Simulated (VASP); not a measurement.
The system is HfB.

```
CELL_PARAMETERS angstrom
0.00000 2.55298 2.55298
2.55298 0.00000 2.55298
2.55298 2.55298 0.00000
ATOMIC_POSITIONS crystal
Hf 0.75000 0.75000 0.75000
B 0.00000 0.00000 0.00000
```

- Program: VASP 6.6.1
- Task: relaxation of cell and atoms
- Functional: PBEsol
- Potentials or basis: VASP PAW PBE potentials, release 64 (Hf_pv, B)
- Cutoff: 600 eV
- k mesh: 14 × 14 × 14
- Occupations: gaussian, width 0.1 eV
- Spin: no spin polarisation

At the start: pressure 5.9 GPa; volume 16.64 Å³/atom.

Q: How do energy, volume and symmetry change on relaxing?

A: Over 3 steps the energy falls by 14.5 meV/atom and the volume is 17.47 Å³/atom (+5.0 %); space group F-43m (No. 216, to 0.05 Å).

Step by step:
```
step  energy change (eV)  largest force (eV/Å)  pressure (GPa)  volume (Å³)
   1              0.0000                0.0000            5.86        33.28
   2             -0.0116                0.0000           -3.96        36.30
   3             -0.0291                0.0000           -0.01        34.94
```

Final structure:
```
Hf B
1.0
     0.00000    2.59468    2.59468
     2.59468    0.00000    2.59468
     2.59468    2.59468    0.00000
Hf B
1 1
Direct
  0.75000 0.75000 0.75000
  0.00000 0.00000 0.00000
```

Caveat: the PAW data sets were made with another functional, which shifts forces and pressure a little.
